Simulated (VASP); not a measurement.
Zr, 2 atoms in the cell. Symmetry: Fmmm, No. 69, orthorhombic system. Conventional cell: a = 3.212 Å, b = 5.386 Å, c = 10.900 Å, α = 90.00°, β = 90.00°, γ = 90.00°. Zr (site symmetry mm2) has 11 Zr at 2.93 to 3.69 Å within 3.9 Å. 

* Program: VASP 6.6.1
* Task: single point
* Functional: PBE
* Potentials or basis: VASP PAW PBE potentials, release 64 (Zr_sv)
* Cutoff: 500 eV
* k mesh: 20 × 20 × 20
* Occupations: gaussian, width 0.1 eV
* Spin: no spin polarisation
* Dipole correction: no
* Further INCAR settings: ALGO = Normal; EDIFF = 1e-06; NBANDS = 19

Potentials or basis: VASP PAW PBE potentials, release 64 (Zr_sv).

The run is started by

```bash
$ cat potpaw_PBE.64/Zr_sv/POTCAR > POTCAR
$ mpirun -np 1 vasp_std > vasp.out
```

Hardware: 1 thread of Intel(R) Xeon(R) 6975P-C (Granite Rapids), with other jobs on the host.

Task: How long does it take, and how much memory?

Result: Run time: 9.5 min on 1 thread of Intel(R) Xeon(R) 6975P-C (Granite Rapids), with other jobs on the host, peak memory 0.83 GiB. Counts: scf iterations 12, k points 1166.
